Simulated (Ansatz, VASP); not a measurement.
## One calculation of Al9H, two programs

```
CELL_PARAMETERS angstrom
5.70864 0.00000 0.00000
-1.42716 9.70333 0.00000
0.00000 0.00000 22.79027
ATOMIC_POSITIONS crystal
Al 0.26622 0.06490 0.17551
Al 0.76622 0.06490 0.17551
Al 0.33548 0.34194 0.21922
Al 0.83548 0.34194 0.21922
Al 0.14934 0.59735 0.22796
Al 0.64934 0.59735 0.22796
Al 0.46319 0.85275 0.23670
Al 0.96319 0.85275 0.23670
Al 0.03199 0.12774 0.28083
Al 0.53199 0.12774 0.28083
Al 0.09980 0.40427 0.33011
Al 0.59980 0.40427 0.33011
Al 0.41443 0.65971 0.33698
Al 0.91443 0.65971 0.33698
Al 0.22632 0.91113 0.34493
Al 0.72632 0.91113 0.34493
Al 0.29626 0.18146 0.38570
Al 0.79626 0.18146 0.38570
H 0.60628 0.34847 0.47565
H 0.60628 0.50090 0.47565
```

Alike in both runs: task single point; functional PBE; k mesh 5 × 3 × 1; occupations gaussian, width 0.1 eV; no spin polarisation.

```csv
,VASP,Ansatz
version,VASP 6.6.1,Ansatz 0.2.0
potentials or method,"VASP PAW PBE potentials, release 64 (Al, H), cutoff 520 eV","scalar-relativistic, plane waves, PAW"
valence electrons in the cell,56,56
```

```csv
,VASP,Ansatz,Ansatz less VASP
gap on the k mesh at the Fermi level (eV),none,none,-
rms of the force components (eV/Å),0.602,0.602,-0.0007
```

Atom by atom the forces differ by 0.001 eV/Å (rms over components). A gap of «none» marks a metal or a gap that the smearing closes. With one functional, cell and mesh, what is left measures potentials, basis and numerics.
